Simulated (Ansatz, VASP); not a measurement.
## One calculation of CdS, two programs

```xyz
2
Lattice="0.0000 2.9392 2.9392 2.9392 0.0000 2.9392 2.9392 2.9392 0.0000" Properties=species:S:1:pos:R:3 pbc="T T T"
Cd    0.0000    0.0000    0.0000
S     1.4696    1.4696    1.4696
```

Alike in both runs: task single point; functional PBE; k mesh 8 × 8 × 8; occupations fermi-dirac, width 0.02 eV; no spin polarisation.

|  | VASP | Ansatz |
| --- | --- | --- |
| version | VASP 6.6.1 | Ansatz 0.2.0 |
| potentials or method | VASP PAW PBE potentials, release 64 (Cd, S) | plane waves, PAW |
| plane-wave cutoff (eV) | 520 | 420 |
| valence electrons in the cell | 18 | 26 |

Ansatz gave:

| Quantity | Value |
| --- | --- |
| gap on the k mesh at the Fermi level (eV) | 1.10 |
| pressure (GPa) | 1.4 |

Problem. What did VASP give for the same quantities?

Solution. gap on the k mesh at the Fermi level (eV): 1.10; pressure (GPa): 1.7.

VASP's potentials hold 18 valence electrons a cell and Ansatz's 26, so a difference there can come from the potentials and not from the codes.
